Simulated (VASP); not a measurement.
Here is a VASP 6.6.1 calculation.

POSCAR

```
Rb
1.0
   -2.8677202546      2.8677202546      2.8677202546
    2.8677202546     -2.8677202546      2.8677202546
    2.8677202546      2.8677202546     -2.8677202546
Rb
1
Direct
    0.0000000000      0.0000000000      0.0000000000
```

File INCAR.step1:

```
ALGO     = Normal         # electronic algorithm
EDIFF    = 1E-5           # SCF threshold, eV
ENCUT    = 550            # plane-wave cutoff, eV
GGA      = PE             # functional
GGA_COMPAT= False        
ISMEAR   = -1             # smearing method
LASPH    = True           # aspherical terms in the spheres
LCHARG   = False          # write CHGCAR
LREAL    = False          # projectors in reciprocal space
LWAVE    = True           # write WAVECAR
NBANDS   = 10             # bands
NELM     = 120            # most SCF steps
PREC     = Accurate       # precision mode
SIGMA    = 0.1            # smearing width, eV
```

INCAR.step2

```
ALGO     = Normal         # electronic algorithm
EDIFF    = 1E-6           # SCF threshold, eV
ENCUT    = 550            # plane-wave cutoff, eV
GGA_COMPAT= False        
ISIF     = 2              # what is computed and relaxed
ISMEAR   = -1             # smearing method
ISTART   = 1            
LASPH    = True           # aspherical terms in the spheres
LCHARG   = False          # write CHGCAR
LMIXTAU  = True         
LREAL    = False          # projectors in reciprocal space
LWAVE    = False          # write WAVECAR
METAGGA  = R2SCAN         # meta-GGA
NBANDS   = 10             # bands
NELM     = 120            # most SCF steps
PREC     = Accurate       # precision mode
SIGMA    = 0.1            # smearing width, eV
```

The input KPOINTS:

```
k-points
0
Gamma
  4 4 4
```

Potentials or basis: VASP PAW PBE potentials, release 64 (Rb_sv).

Launch:

```bash
$ cat potpaw_PBE.64/Rb_sv/POTCAR > POTCAR
$ cp INCAR.step1 INCAR
$ mpirun -np 1 vasp_std > vasp.out
$ cp INCAR.step2 INCAR
$ mpirun -np 1 vasp_std > vasp.out
```

Problem. Estimate the pressure.

Solution. 0.1 GPa.

Caveat: the k points lie up to 0.39 Å⁻¹ apart; the PAW data sets were made with another functional, which shifts forces and pressure a little.
